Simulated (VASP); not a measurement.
# PtSe (Fm-3m) in VASP: further runs

The runs below take PtSe through single point, with PBE.

All numbers are computed with VASP 6.6.1; they aren't measurements. Logs are shortened: lines on timing, memory, paths and dates and some standing lists are left out, and cuts for length are marked.

## 1. The cell of the first run

The structure is cubic, space group Fm-3m (No. 225). Conventional cell: a = 5.597 Å, b = 5.597 Å, c = 5.597 Å, α = 90.00°, β = 90.00°, γ = 90.00°. Within 3.7 Å of Pt (site symmetry m-3m) lie 6 Se at 2.80 Å. Se (site symmetry m-3m) has 6 Pt at 2.80 Å within 3.7 Å.

## 2. Single point, PBE

INCAR reads:

```
PREC = Accurate ; ENCUT = 520
EDIFF = 1E-7 ; ISMEAR = -1
SIGMA = 0.05 ; LREAL = False
LASPH = True ; NELM = 100
ALGO = Normal ; ISIF = 2
LWAVE = False ; LCHARG = False
GGA = PE ; NBANDS = 15
```

KPOINTS reads:

```
Automatic mesh
0
Gamma
  8 8 8
```

POSCAR reads:

```
PtSe
1.0
    0.0000000000      2.7984111300      2.7984111300
    2.7984111300      0.0000000000      2.7984111300
    2.7984111300      2.7984111300      0.0000000000
Pt Se
1 1
Direct
    0.5000000000      0.5000000000      0.5000000000
    0.0000000000      0.0000000000      0.0000000000
```

Potentials or basis: VASP PAW PBE potentials, release 64 (Pt, Se).

On the command line:

```
$ cat potpaw_PBE.64/Pt/POTCAR potpaw_PBE.64/Se/POTCAR > POTCAR
$ mpirun -np 1 vasp_std > vasp.out
```

OUTCAR:

```text
PREC = Accurate
   ENCUT = 520
   EDIFF = 1E-7
   ISMEAR = -1
   LREAL = False
   LASPH = True
   NELM = 100
   ISIF = 2
   GGA = PE

 ion  position               nearest neighbor table
   1  0.500  0.500  0.500-   2 2.80   2 2.80   2 2.80   2 2.80   2 2.80   2 2.80
   2  0.000  0.000  0.000-   1 2.80   1 2.80   1 2.80   1 2.80   1 2.80   1 2.80

  LATTYP: Found a face centered cubic cell.
 ALAT       =     5.5968222600

  Lattice vectors:

 A1 = (   0.0000000000,   2.7984111300,   2.7984111300)
 A2 = (   2.7984111300,   0.0000000000,   2.7984111300)
 A3 = (   2.7984111300,   2.7984111300,   0.0000000000)

Analysis of symmetry for initial positions (statically):
=====================================================================
 Subroutine PRICEL returns:
 Original cell was already a primitive cell.

 Routine SETGRP: Setting up the symmetry group for a
 face centered cubic supercell.

 Subroutine GETGRP returns: Found 48 space group operations
 (whereof 48 operations were pure point group operations)
 out of a pool of 48 trial point group operations.

The static configuration has the point symmetry O_h .

Analysis of symmetry for dynamics (positions and initial velocities):
=====================================================================
 Subroutine PRICEL returns:
 Original cell was already a primitive cell.

 Routine SETGRP: Setting up the symmetry group for a
 face centered cubic supercell.

 Subroutine GETGRP returns: Found 48 space group operations
 (whereof 48 operations were pure point group operations)
 out of a pool of 48 trial point group operations.

The dynamic configuration has the point symmetry O_h .

 Subroutine INISYM returns: Found 48 space group operations
 (whereof 48 operations are pure point group operations),
 and found     1 'primitive' translations

----------------------------------------------------------------------------------------

                                     Primitive cell

  volume of cell :      43.8293

  direct lattice vectors                    reciprocal lattice vectors
     0.000000000  2.798411130  2.798411130    -0.178672817  0.178672817  0.178672817
     2.798411130  0.000000000  2.798411130     0.178672817 -0.178672817  0.178672817
     2.798411130  2.798411130  0.000000000     0.178672817  0.178672817 -0.178672817

  length of vectors
     3.957550973  3.957550973  3.957550973     0.309470397  0.309470397  0.309470397

  position of ions in fractional coordinates (direct lattice)
     0.500000000  0.500000000  0.500000000
     0.000000000  0.000000000  0.000000000

  ion indices of the primitive-cell ions
   primitive index   ion index
                 1           1
                 2           2

----------------------------------------------------------------------------------------

 KPOINTS: Automatic mesh

Automatic generation of k-mesh.
 Grid dimensions read from file:
 generate k-points for:    8    8    8

 Generating k-lattice:

  Cartesian coordinates                     Fractional coordinates (reciprocal lattice)
    -0.022334102  0.022334102  0.022334102     0.125000000  0.000000000  0.000000000
     0.022334102 -0.022334102  0.022334102     0.000000000  0.125000000  0.000000000
     0.022334102  0.022334102 -0.022334102     0.000000000  0.000000000  0.125000000

  Length of vectors
     0.038683800  0.038683800  0.038683800

  Shift w.r.t. Gamma in fractional coordinates (k-lattice)
     0.000000000  0.000000000  0.000000000

 Subroutine IBZKPT returns following result:
 ===========================================

 Found     29 irreducible k-points:

 Following reciprocal coordinates:
            Coordinates               Weight
  0.000000  0.000000  0.000000      1.000000
  0.125000  0.000000  0.000000      8.000000
  0.250000  0.000000  0.000000      8.000000
  0.375000  0.000000  0.000000      8.000000
  0.500000  0.000000  0.000000      4.000000
  0.125000  0.125000  0.000000      6.000000
[... 16 lines left out ...]
  0.500000  0.250000  0.125000     48.000000
 -0.375000  0.250000  0.125000     24.000000
 [... further k-points ...]
   k-points           NKPTS =     29   k-points in BZ     NKDIM =     29   number of bands    NBANDS=     15
   number of dos      NEDOS =    301   number of ions     NIONS =      2
   total plane-waves  NPLWV =  27000
   dimension x,y,z NGX =    30 NGY =   30 NGZ =   30
   dimension x,y,z NGXF=    60 NGYF=   60 NGZF=   60
   ions per type =               1   1
   NGX,Y,Z   is equivalent  to a cutoff of  12.60, 12.60, 12.60 a.u.
   NGXF,Y,Z  is equivalent  to a cutoff of  25.20, 25.20, 25.20 a.u.
 SYSTEM =  unknown system
   PREC   = accura    normal or accurate (medium, high low for compatibility)
   ISTART =      0    job   : 0-new  1-cont  2-samecut
   ICHARG =      2    charge: 1-file 2-atom 10-const
   ISPIN  =      1    spin polarized calculation?
   LNONCOLLINEAR =      F non collinear calculations
   LSORBIT =      F    spin-orbit coupling
   LASPH  =      T    aspherical Exc in radial PAW
   ENCUT  =  520.0 eV  38.22 Ry    6.18 a.u.   7.36  7.36  7.36*2*pi/ulx,y,z
   NELM   =    100;   NELMIN=  2; NELMDL= -5     # of ELM steps
   EDIFF  = 0.1E-06   stopping-criterion for ELM
   LREAL  =      F    real-space projection
   EDIFFG = 0.1E-05   stopping-criterion for IOM
   NSW    =      0    number of steps for IOM
   IBRION =     -1    ionic relax: 0-MD 1-quasi-New 2-CG
   NFREE  =      0    steps in history (QN), initial steepest desc. (CG)
   ISIF   =      2    stress and relaxation
   ISYM   =      2    0-nonsym 1-usesym 2-fastsym
   POTIM  = 0.5000    time-step for ionic-motion
   TEBEG  =    0.0;   TEEND  =   0.0 temperature during run
   PSTRESS=    0.0 pullay stress
   NELECT =      16.0000    total number of electrons
   NUPDOWN=      -1.0000    fix difference up-down
   EMIN   =  10.00;   EMAX   =-10.00  energy-range for DOS
   EFERMI =   0.00;   METHOD = LEGACY
   ISMEAR =    -1;   SIGMA  =   0.05  broadening in eV -4-tet -1-fermi 0-gaus
   EFERMI_NEDOS =   21; number of points for ismear=-14 and -15
   IALGO  =     38    algorithm
   IMIX   =      4    mixing-type and parameters
     AMIX     =   0.40;   BMIX     =  1.00
     AMIX_MAG =   1.60;   BMIX_MAG =  1.00
  volume/ion in A,a.u.               =      21.91       147.89
  Fermi-wavevector in a.u.,A,eV,Ry     =   1.170020  2.211017 18.625654  1.368947
  Thomas-Fermi vector in A             =   2.306485
   LORBIT       =      0    0 simple, 1 ext, 2 COOP (PROOUT), +10 PAW based schemes
   GGA     = PE    functional components
[... 5 lines left out ...]
 non-spin polarized calculation
  energy-cutoff  :      520.00
  volume of cell :       43.83
 maximum number of plane-waves:      1243
 NGX is ok and might be reduce to    30
   NGX = 15   NGY = 15   NGZ = 15

 number of electron      16.0000000 magnetization

 Free energy of the ion-electron system (eV)
  ---------------------------------------------------
  ext. energy  EPLUGINS =         0.00000000
  ---------------------------------------------------
  free energy    TOTEN  =        -9.28172251 eV

  energy without entropy =       -9.27139241  energy(sigma->0) =       -9.27655746

 E-fermi :   5.2193     XC(G=0): -10.6088

 val. band max:        5.2177074707   @ k =  -0.3750   0.3750   0.0000
 cond. band min:       5.2664665376   @ k =   0.5000   0.3750   0.1250
 fundamental gap:      0.0487590670
 Fermi energy:         5.2193038356

 k-point     1 :       0.0000    0.0000    0.0000
  band No.  band energies     occupation
      1      -8.7560      2.00000
      2       2.8483      2.00000
      3       2.8483      2.00000
      4       2.8969      2.00000
      5       2.8969      2.00000
      6       2.8969      2.00000
      7       4.0308      2.00000
      8       4.0308      2.00000
      9       4.0308      2.00000
     10       5.6948      0.00015
     11      15.4446      0.00000
     12      16.0395      0.00000
     13      16.0395      0.00000
     14      16.0395      0.00000
     15      17.2842      0.00000

 k-point     2 :       0.1250    0.0000    0.0000
  band No.  band energies     occupation
      1      -8.6314      2.00000
      2       2.2166      2.00000
      3       2.2660      2.00000
      4       2.2661      2.00000
      5       2.9829      2.00000
      6       2.9829      2.00000
      7       3.4995      2.00000
      8       4.7762      1.99972
      9       4.7762      1.99972
     10       7.0231      0.00000
     11      13.9861      0.00000
     12      15.2653      0.00000
     13      15.2653      0.00000
     14      16.1336      0.00000
     15      16.9222      0.00000

 k-point     3 :       0.2500    0.0000    0.0000
  band No.  band energies     occupation
      1      -8.3015      2.00000
      2       0.6859      2.00000
      3       1.5452      2.00000
      4       1.5452      2.00000
      5       3.2173      2.00000
      6       3.2173      2.00000
      7       3.5552      2.00000
      8       5.9248      0.00000
      9       5.9248      0.00000
     10       8.6619      0.00000
     11      12.2592      0.00000
     12      13.5610      0.00000
     13      13.5610      0.00000
     14      16.2999      0.00000
     15      17.2020      0.00000
[... 343 lines left out ...]
 k-point    23 :       0.5000    0.2500    0.1250
  band No.  band energies     occupation
      1      -7.8326      2.00000
      2      -0.2288      2.00000
      3       1.0742      2.00000
      4       1.3830      2.00000
      5       3.2950      2.00000
      6       3.5878      2.00000
      7       3.8730      2.00000
      8       4.8820      1.99765
      9       6.4404      0.00000
     10       9.3213      0.00000
     11      10.9598      0.00000
     12      13.1445      0.00000
     13      13.7070      0.00000
     14      16.7761      0.00000
     15      19.2154      0.00000

 k-point    24 :      -0.3750    0.2500    0.1250
  band No.  band energies     occupation
      1      -7.7117      2.00000
      2      -0.3879      2.00000
      3       1.0020      2.00000
      4       1.0862      2.00000
      5       3.4842      2.00000
      6       3.5676      2.00000
      7       3.8388      2.00000
      8       5.4512      0.01916
      9       5.9638      0.00000
     10       9.6746      0.00000
     11      10.5568      0.00000
     12      13.2215      0.00000
     13      13.7058      0.00000
     14      17.5443      0.00000
     15      18.4145      0.00000

 [... further k-points ...]
[... 5 lines left out ...]
  --------------------------------------------------------------------------------------
  -------------------------------------------------------------------------------------
  Total       -3.9858758     -3.9858758     -3.9858758     -0.0000000     -0.0000000      0.0000000
  in kB     -145.7034337   -145.7034337   -145.7034337     -0.0000000     -0.0000000      0.0000000
  external PRESSURE =    -145.7034337 kB  Pullay stress =       0.0000000 kB

 VOLUME and BASIS-vectors are now :
 -----------------------------------------------------------------------------
  energy-cutoff  :      520.00
  volume of cell :       43.83
      direct lattice vectors                 reciprocal lattice vectors
     0.000000000  2.798411130  2.798411130    -0.178672817  0.178672817  0.178672817
     2.798411130  0.000000000  2.798411130     0.178672817 -0.178672817  0.178672817
     2.798411130  2.798411130  0.000000000     0.178672817  0.178672817 -0.178672817

 POSITION                                       TOTAL-FORCE (eV/Angst)
 -----------------------------------------------------------------------------------
      2.79841      2.79841      2.79841        -0.000000     -0.000000     -0.000000
      0.00000      0.00000      0.00000         0.000000      0.000000      0.000000
 -----------------------------------------------------------------------------------
    total drift:                                0.000000     -0.000000      0.000000

  FREE ENERGIE OF THE ION-ELECTRON SYSTEM (eV)
  ---------------------------------------------------
  free  energy   TOTEN  =        -9.2817225091 eV

  energy  without entropy=       -9.2713924085  energy(sigma->0) =       -9.27655746
```

It took 28 s on 1 thread of Intel Xeon 8259CL, shared host; peak memory 0.18 GiB.

What came out:

- Free energy: -9.2817 eV
- Pressure: -14.6 GPa
- Band gap on the k mesh: zero (band 8 reaches 7.40 eV, above the bottom of band 9 at 3.94 eV)

Caveat: spin-orbit coupling is left out, which moves the levels of the heavy elements.

## 3. Single point, PBE

This run uses another cell than the first one, of 18.47 Å³/atom, 0.843 times its volume.

INCAR reads:

```
SYSTEM = PtSe
PREC = Accurate ; ENCUT = 520
EDIFF = 1E-6 ; ISMEAR = -1
SIGMA = 0.05 ; LREAL = .FALSE.
LASPH = .TRUE. ; NELM = 60
ALGO = Normal ; ISIF = 2
LWAVE = .FALSE. ; LCHARG = .FALSE.
GGA = PE ; NBANDS = 15
```

KPOINTS reads:

```
Automatic mesh
0
G
  8 8 8
  0 0 0
```

POSCAR reads:

```
PtSe
1.0
    0.0000000000      2.6433753635      2.6433753635
    2.6433753635      0.0000000000      2.6433753635
    2.6433753635      2.6433753635      0.0000000000
Pt Se
1 1
Direct
    0.5000000000      0.5000000000      0.5000000000
    0.0000000000      0.0000000000      0.0000000000
```

Potentials or basis: VASP PAW PBE potentials, release 64 (Pt, Se).

On the command line:

```
$ cat potpaw_PBE.64/Pt/POTCAR potpaw_PBE.64/Se/POTCAR > POTCAR
$ mpirun -np 1 vasp_std > vasp.out
```

Run time: 22 s. Hardware: 1 thread of Intel Xeon 8259CL, shared host; peak memory 0.17 GiB.

The run converged. Its results:

| Quantity | Value |
| --- | --- |
| Free energy | -9.6548 eV |
| Pressure | -0.1 GPa |
| Band gap on the k mesh | zero (band 8 reaches 10.39 eV, above the bottom of band 9 at 6.07 eV) |

Levels at points of the mesh, in eV from the Fermi level:
| k point | band 5 | band 6 | band 7 | band 8 | band 9 | band 10 | band 11 | band 12 |
| --- | --- | --- | --- | --- | --- | --- | --- | --- |
| (0.00, 0.00, 0.00) | -3.19 | -3.19 | -1.50 | -1.50 | -1.50 | 1.28 | 9.77 | 11.40 |
| (0.50, 0.00, 0.00) | -2.20 | -2.20 | -1.73 | 2.83 | 2.83 | 3.24 | 6.18 | 6.18 |
| (0.50, 0.50, 0.00) | -3.20 | -2.71 | -1.86 | -1.86 | -1.30 | 0.03 | 8.42 | 11.41 |

Caveat: spin-orbit coupling is left out, which moves the levels of the heavy elements.
